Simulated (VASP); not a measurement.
MgO: G0W0 quasiparticle levels with PBE

The system is MgO.

```
Mg O
1.0
     2.62335    0.00000    0.00000
     0.00000    2.62335    0.00000
     0.00000    0.00000    2.62335
Mg O
1 1
Direct
  0.00000 0.00000 0.00000
  0.50000 0.50000 0.50000
```

| Item | Value |
| --- | --- |
| Program | VASP 6.6.1 |
| Task | G0W0 quasiparticle levels |
| Functional | PBE |
| Potentials or basis | VASP PAW PBE potentials, release 64 (Mg_GW, O_GW) |
| Cutoff | 500 eV |
| k mesh | 4 × 4 × 4 |
| Occupations | gaussian, width 0.01 eV |
| Spin | no spin polarisation |
| Dipole correction | no |
| GW scheme | G0W0 |
| GW iterations | 1 |
| Cutoff of the response function | 60 |
| Frequency points | 48 |
| Empty bands | 90 |
| Further INCAR settings | ALGO = EVGW0; EDIFF = 1e-08; NBANDS = 94 |

The quasiparticle gap is 4.17 eV and the least direct quasiparticle gap is 5.37 eV. The band gap of the starting levels on the mesh is 2.59 eV and the least direct gap of the starting levels on the mesh is 3.61 eV.

It took 30 s on 1 thread of AMD EPYC 9R45 96-Core Processor (Zen 5) (shared host), peak memory 0.15 GiB.

Caveat: the k points lie up to 0.60 Å⁻¹ apart; bands, screening cutoff and mesh are small and nothing is extrapolated, so the quasiparticle values aren't converged.
